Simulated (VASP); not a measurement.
The system is Ti.

```
Ti
1.0
     0.00000    2.06500    2.06500
     2.06500    0.00000    2.06500
     2.06500    2.06500    0.00000
Ti
1
Direct
  0.00000 0.00000 0.00000
```

This isn't the form of Ti at room conditions, which is hcp.

```yaml
Program: VASP 6.6.1
Task: relaxation of cell and atoms
Functional: LDA
Potentials_or_basis: VASP PAW LDA potentials, release 64 (Ti_sv)
Cutoff: 500 eV
k_mesh: 18 × 18 × 18
Occupations: methfessel-paxton, width 0.05 eV
Spin: no spin polarisation
```

At the start: pressure -10.0 GPa; volume 17.61 Å³/atom.

Question: How do energy, volume and symmetry change on relaxing?

Answer: Over 3 steps the energy falls by 54.6 meV/atom and the volume is 15.99 Å³/atom (-9.2 %); space group Fm-3m (No. 225, to 0.1 Å) before and after.

Step by step:
```tsv
step	energy change (eV)	largest force (eV/Å)	pressure (GPa)	volume (Å³)
1	0.0000	0.0000	-9.98	17.61
2	-0.0278	0.0000	8.90	14.96
3	-0.0546	0.0000	-0.04	15.99
```

Final structure:
```
Ti
1.0
     0.00000    1.99938    1.99938
     1.99938    0.00000    1.99938
     1.99938    1.99938    0.00000
Ti
1
Direct
  0.00000 0.00000 0.00000
```
